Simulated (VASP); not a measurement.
Write the native input for VASP 6.6.1 that does the following.

```yaml
Task: single point
Functional: PBE
Potentials_or_basis: VASP PAW PBE potentials, release 64 (Ga_d, Sb)
Cutoff: 520 eV
k_mesh: 12 × 12 × 6
Occupations: gaussian, width 0.1 eV
Spin: no spin polarisation
Dipole_correction: no
Further_INCAR_settings: ALGO = Normal; EDIFF = 1e-07; NBANDS = 28
```

The structure of Ga2Sb3 lies in POSCAR:

```
Ga2Sb3
1.0
    4.7782471412      0.0000000000      0.0000000000
   -2.3891235706      4.1380834098      0.0000000000
    0.0000000000      0.0000000000      6.9861896935
Ga Sb
2 3
Direct
    0.3333333333      0.6666666667      0.1560568058
    0.6666666667      0.3333333333      0.8439431942
    0.0000000000      0.0000000000      0.0000000000
    0.3333333333      0.6666666667      0.5880523654
    0.6666666667      0.3333333333      0.4119476346
```

One way to write it, as run:

INCAR

```
SYSTEM = Ga2Sb3
  PREC = Accurate
  ENCUT = 520
  EDIFF = 1E-7
  ISMEAR = 0
  SIGMA = 0.1
  LREAL = .FALSE.
  LASPH = .TRUE.
  NELM = 60
  ALGO = Normal
  ISIF = 2
  LWAVE = .FALSE.
  LCHARG = .TRUE.
  GGA = PE
  LELF = .TRUE.
  LVHAR = .TRUE.
  NBANDS = 28
```

KPOINTS

```
Automatic mesh
0
G
  12 12 6
  0 0 0
```

Potentials or basis: VASP PAW PBE potentials, release 64 (Ga_d, Sb).

Run with:

```sh
$ cat potpaw_PBE.64/Ga_d/POTCAR potpaw_PBE.64/Sb/POTCAR > POTCAR
$ mpirun -np 1 vasp_std > vasp.out
```

It gave:

The pressure is 0.0 GPa, the largest force is 0.011 eV/Å and the band gap on the k mesh is zero (an odd number of electrons rules out a gap without spin polarisation).

Caveat: spin-orbit coupling is left out, which moves the levels of the heavy elements.

Wall time 6.5 min on 1 thread of Intel(R) Xeon(R) Platinum 8259CL CPU @ 2.50GHz (Skylake/Cascade Lake), on a shared host, peak memory 0.48 GiB.
